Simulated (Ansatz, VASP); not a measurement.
Ti in VASP and in Ansatz

Contents of INCAR:

```
ALGO     = Normal         # electronic algorithm
EDIFF    = 1E-7           # SCF threshold, eV
ENCUT    = 520            # plane-wave cutoff, eV
GGA      = PS             # functional
ISIF     = 2              # what is computed and relaxed
ISMEAR   = -1             # smearing method
LASPH    = T              # aspherical terms in the spheres
LCHARG   = F              # write CHGCAR
LREAL    = F              # projectors in reciprocal space
LWAVE    = F              # write WAVECAR
NBANDS   = 19             # bands
NELM     = 80             # most SCF steps
PREC     = Accurate       # precision mode
SIGMA    = 0.05           # smearing width, eV
```

Contents of KPOINTS:

```
k-points
0
Gamma
  15 15 8
```

The input POSCAR:

```
Ti
1.0
    2.2198367768      0.0000000000      0.0000000000
   -1.1099183884      1.9224350409      0.0000000000
    0.0000000000      0.0000000000      4.3123924273
Ti
2
Direct
    0.3333333333      0.6666666667      0.2500000000
    0.6666666667      0.3333333333      0.7500000000
```

Input for Ansatz:

```yaml
crystal:
  lattice:
    - [2.2198367768, 0.0, 0.0]
    - [-1.1099183884, 1.9224350409, 0.0]
    - [0.0, 0.0, 4.3123924273]
  atoms:
    - { symbol: Ti, position: [0.3333333333, 0.6666666667, 0.25] }
    - { symbol: Ti, position: [0.6666666667, 0.3333333333, 0.75] }
kpoints:
  mp_grid: { grid: [15, 15, 8] }
scf:
  occupations: { method: fermi_dirac, width: 0.05 }
hamiltonian:
  xc: pbesol
  pseudopotentials: { kind: paw }
output:
  forces: true
  stress: true
  eigenvalues: true
  populations: true
```

Change from the starting cell: volume scaled by 0.55, PAW files.

Alike in both runs: task single point; functional PBEsol; k mesh 15 × 15 × 8; occupations fermi-dirac, width 0.05 eV; no spin polarisation.

```csv
,VASP,Ansatz
version,VASP 6.6.1,Ansatz 0.2.0
potentials or method,"VASP PAW PBE potentials, release 64 (Ti_sv)","PAW with Ansatz's default frozen-core files, scalar-relativistic"
plane-wave cutoff (eV),520,420
valence electrons in the cell,24,24
```

Ansatz gave:

| Property | Result |
| --- | --- |
| pressure (GPa) | 166.8 |
| traceless stress, the component that is largest in VASP (GPa) | 0.01 |

Which values does VASP return?

Pressure (GPa): 167.8; traceless stress, the component that is largest in VASP (GPa): -3.70.

VASP's potentials were made for PBE, not for PBEsol. Both programs put the cell under a high pressure, so it lies far from rest at this level.

Noted on VASP's run: the cell as given lies far from equilibrium.
